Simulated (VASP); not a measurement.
Wanted: the native input for a VASP 6.6.1 run.

* Task: single point
* Functional: LDA
* Potentials or basis: VASP PAW LDA potentials, release 64 (Zn, Se)
* Cutoff: 520 eV
* k mesh: 8 × 8 × 8
* Occupations: fermi-dirac, width 0.03 eV
* Spin: no spin polarisation
* Dipole correction: no
* Further INCAR settings: ALGO = Normal; EDIFF = 1e-06; NBANDS = 16

The structure of ZnSe lies in POSCAR:

```
ZnSe
1.0
    0.0000000000      2.8432146871      2.8432146871
    2.8432146871      0.0000000000      2.8432146871
    2.8432146871      2.8432146871      0.0000000000
Zn Se
1 1
Direct
    0.0000000000      0.0000000000      0.0000000000
    0.7500000000      0.7500000000      0.7500000000
```

This cell differs from its parent crystal: volume scaled by 1.01.

One way to write it, as run:

INCAR

```
  ALGO = Normal
  EDIFF = 1E-6
  ENCUT = 520
  GGA = CA
  ISIF = 2
  ISMEAR = -1
  LASPH = T
  LCHARG = T
  LELF = T
  LREAL = F
  LVHAR = T
  LWAVE = F
  NBANDS = 16
  NELM = 80
  PREC = Accurate
  SIGMA = 0.03
```

KPOINTS

```
k-points
0
Gamma
  8 8 8
```

Potentials or basis: VASP PAW LDA potentials, release 64 (Zn, Se).

Command:

```bash
$ cat potpaw_LDA.64/Zn/POTCAR potpaw_LDA.64/Se/POTCAR > POTCAR
$ mpirun -np 1 vasp_std > vasp.out
```

It gave:

```
Pressure               : -3.6 GPa
Band gap on the k mesh : 1.03 eV, direct
```

Run time: 18 s on 1 thread of Intel(R) Xeon(R) Platinum 8259CL CPU @ 2.50GHz (Skylake/Cascade Lake), on a shared host, peak memory 0.15 GiB.
